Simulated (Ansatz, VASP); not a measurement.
This is a calculation of GaP for VASP 6.6.1.

Contents of INCAR:

```
SYSTEM = GaP
  PREC = Accurate
  ENCUT = 520
  EDIFF = 1E-6
  ISMEAR = -1
  SIGMA = 0.05
  LREAL = .FALSE.
  LASPH = .TRUE.
  NELM = 60
  ALGO = Normal
  ISIF = 2
  LWAVE = .FALSE.
  LCHARG = .FALSE.
  GGA = CA
  NBANDS = 26
```

Contents of KPOINTS:

```
regular mesh
0
G
  8 8 8
  0 0 0
```

The input POSCAR:

```
GaP
1.0
    1.9033506749      1.0989000245      6.2995322420
   -1.9033506749      1.0989000245      6.2995322420
    0.0000000000     -2.1978000491      6.2995322420
Ga P
2 2
Direct
    0.5646280000      0.5646280000      0.5646280000
    0.4353720000      0.4353720000      0.4353720000
    0.9426110000      0.9426110000      0.9426110000
    0.0573890000      0.0573890000      0.0573890000
```

Potentials or basis: VASP PAW LDA potentials, release 64 (Ga_d, P).

Launch:

```console
$ cat potpaw_LDA.64/Ga_d/POTCAR potpaw_LDA.64/P/POTCAR > POTCAR
$ mpirun -np 1 vasp_std > vasp.out
```

Translate it to Ansatz 0.2.0. Potentials there: all-electron LAPW, scalar-relativistic.

As run (the cutoff follows the program's own potentials):

Contents of input.yaml:

```yaml
crystal:
  lattice:
    - [1.9033506749, 1.0989000245, 6.299532242]
    - [-1.9033506749, 1.0989000245, 6.299532242]
    - [0.0, -2.1978000491, 6.299532242]
  atoms:
    - { symbol: Ga, position: [0.564628, 0.564628, 0.564628] }
    - { symbol: Ga, position: [0.435372, 0.435372, 0.435372] }
    - { symbol: P, position: [0.942611, 0.942611, 0.942611] }
    - { symbol: P, position: [0.057389, 0.057389, 0.057389] }
kpoints:
  mp_grid: { grid: [8, 8, 8] }
scf:
  occupations: { method: fermi_dirac, width: 0.05 }
hamiltonian:
  xc: lda
  pseudopotentials: { kind: all_electron, lapw: { basis_error: 0.002 } }
output:
  forces: true
  stress: true
  eigenvalues: true
```

Potentials or basis: all-electron LAPW, scalar-relativistic.

Command:

```sh
$ ansatz run input.yaml --threads 2 --pin off --max-ram 6144MiB --backend cpu --events-out ev --progress --plain --runs-dir out
```

Both were run:

|  | VASP | Ansatz | Ansatz less VASP |
| --- | --- | --- | --- |
| gap on the k mesh at the Fermi level (eV) | 0.72 | 0.71 | -0.008 |
| least direct gap on the mesh (eV) | 1.07 | 1.06 | -0.010 |
| pressure (GPa) | -0.2 | -0.3 | -0.06 |
| traceless stress, the component that is largest in VASP (GPa) | 0.68 | 0.73 | +0.056 |
| rms of the force components (eV/Å) | 0.119 | 0.136 | +0.0161 |

LDA's correlation is that of Perdew and Zunger in VASP and of Perdew and Wang (1992) in Ansatz. Atom by atom the forces differ by 0.017 eV/Å (rms over components). Ansatz ran all-electron here, and VASP with PAW potentials.
